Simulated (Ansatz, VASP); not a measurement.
# TlZnBr3: VASP beside Ansatz

INCAR

```
SYSTEM = TlZnBr3
  PREC = Accurate
  ENCUT = 520
  EDIFF = 1E-7
  ISMEAR = 0
  SIGMA = 0.01
  LREAL = .False.
  LASPH = .True.
  NELM = 80
  ALGO = Normal
  ISIF = 2
  LWAVE = .False.
  LCHARG = .False.
  GGA = PE
  NBANDS = 31
```

The input KPOINTS:

```
Automatic mesh
0
Gamma
  4 4 4
  0 0 0
```

POSCAR

```
TlZnBr3
1.0
    5.2692369920      0.0000000000      0.0000000000
    0.0000000000      5.2692369920      0.0000000000
    0.0000000000      0.0000000000      5.2692369920
Tl Zn Br
1 1 3
Direct
    0.0000000000      0.0000000000      0.0000000000
    0.5000000000      0.5000000000      0.5000000000
    0.5000000000      0.5000000000      0.0000000000
    0.5000000000      0.0000000000      0.5000000000
    0.0000000000      0.5000000000      0.5000000000
```

Input for Ansatz:

```yaml
crystal:
  lattice:
    - [5.269236992, 0.0, 0.0]
    - [0.0, 5.269236992, 0.0]
    - [0.0, 0.0, 5.269236992]
  atoms:
    - { symbol: Tl, position: [0.0, 0.0, 0.0] }
    - { symbol: Zn, position: [0.5, 0.5, 0.5] }
    - { symbol: Br, position: [0.5, 0.5, 0.0] }
    - { symbol: Br, position: [0.5, 0.0, 0.5] }
    - { symbol: Br, position: [0.0, 0.5, 0.5] }
kpoints:
  mp_grid: { grid: [4, 4, 4] }
hamiltonian:
  xc: pbe
scf:
  occupations: { method: fixed }
  n_extra_bands: 5
output:
  forces: true
  stress: true
  eigenvalues: true
```

Alike in both runs: task single point; functional PBE; k mesh 4 × 4 × 4; no spin polarisation.

|  | VASP | Ansatz |
| --- | --- | --- |
| version | VASP 6.6.1 | Ansatz 0.2.0 |
| potentials or method | VASP PAW PBE potentials, release 64 (Tl_d, Zn, Br) | plane waves, PAW |
| plane-wave cutoff (eV) | 520 | 420 |
| occupations | gaussian, width 0.01 eV | fixed |
| valence electrons in the cell | 46 | 46 |

|  | VASP | Ansatz | Ansatz less VASP |
| --- | --- | --- | --- |
| gap on the k mesh at the Fermi level (eV) | 0.20 | 0.20 | +0.005 |
| pressure (GPa) | 0.0 | 0.0 | -0.04 |

Spin-orbit coupling is off throughout.
